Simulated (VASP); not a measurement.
# WS2: single point with r2SCAN

WS2:

```
W S
1.0
     1.57860    0.91141    6.03931
    -1.57860    0.91141    6.03931
     0.00000   -1.82281    6.03931
W S
1 2
Direct
  0.00066 0.00066 0.00066
  0.24722 0.24722 0.24722
  0.42082 0.42082 0.42082
```

| Item | Value |
| --- | --- |
| Program | VASP 6.6.1 |
| Task | single point |
| Functional | r2SCAN |
| Potentials or basis | VASP PAW PBE potentials, release 64 (W_sv, S) |
| Cutoff | 550 eV |
| k mesh | 12 × 12 × 12 |
| Occupations | gaussian, width 0.02 eV |
| Spin | no spin polarisation |

The pressure is 2.5 GPa, the largest force is 0.267 eV/Å and the band gap on the k mesh is 1.04 eV (least direct gap 2.05 eV).

Forces in eV/Å, atoms in the order of the input:
```
W    0.000  0.000 -0.004
S    0.000  0.000  0.267
S    0.000  0.000 -0.263
```

Stress tensor (GPa, compression positive):
```
2.98 0.00 0.00
0.00 2.98 0.00
0.00 0.00 1.42
```

Levels at points of the mesh, in eV from the valence-band top:
```
           k point  band 11  band 12  band 13  band 14  band 15  band 16
(0.00, 0.00, 0.00)    -2.49    -1.55    -1.38     2.27     2.27     2.56
(0.50, 0.00, 0.00)    -2.80    -2.00    -1.89     2.39     2.65     3.89
(0.50, 0.50, 0.00)    -3.51    -2.28    -1.71     2.33     2.83     3.39
(0.50, 0.50, 0.50)    -2.44    -2.44     0.00     2.33     2.33     2.44
```

Run time: 53 min on 1 thread of AMD EPYC 7R43 64-Core Processor (Zen 3) (shared host), peak memory 0.44 GiB.

Caveat: the PAW data sets were made with another functional, which shifts forces and pressure a little; spin-orbit coupling is left out, which moves the levels of the heavy elements. r2SCAN opens gaps a little over a GGA but as a rule still falls short of measured ones.
